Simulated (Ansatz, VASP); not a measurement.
One calculation of CoO, two programs

```
Co O
1.0
     0.00000    2.11719    2.11719
     2.11719    0.00000    2.11719
     2.11719    2.11719    0.00000
Co O
1 1
Direct
  0.00000 0.00000 0.00000
  0.50000 0.50000 0.50000
```

Change from the starting cell: volume scaled by 0.98, PAW files.

Alike in both runs: task electric field gradients; functional PBE; k mesh 16 × 16 × 16; occupations fermi-dirac, width 0.05 eV; collinear spin.

```csv
,VASP,Ansatz
version,VASP 6.6.1,Ansatz 0.2.0
potentials or method,"VASP PAW PBE potentials, release 64 (Co, O)","PAW with Ansatz's default frozen-core files, scalar-relativistic"
plane-wave cutoff (eV),520,420
valence electrons in the cell,15,23
```

VASP gave:

```
pressure (GPa)                                                : 0.9
net moment per atom (μB)                                      : 1.42
size of the moment on the site where the two differ most (μB) : 2.51
```

**Question.** Which values does Ansatz return?

**Answer.** Pressure (GPa): 1.6; net moment per atom (μB): 1.44; size of the moment on the site where the two differ most (μB): 2.46.

Site moments also hang on the region over which each program counts them. VASP's potentials hold 15 valence electrons a cell and Ansatz's 23, so a difference there can come from the potentials and not from the codes.
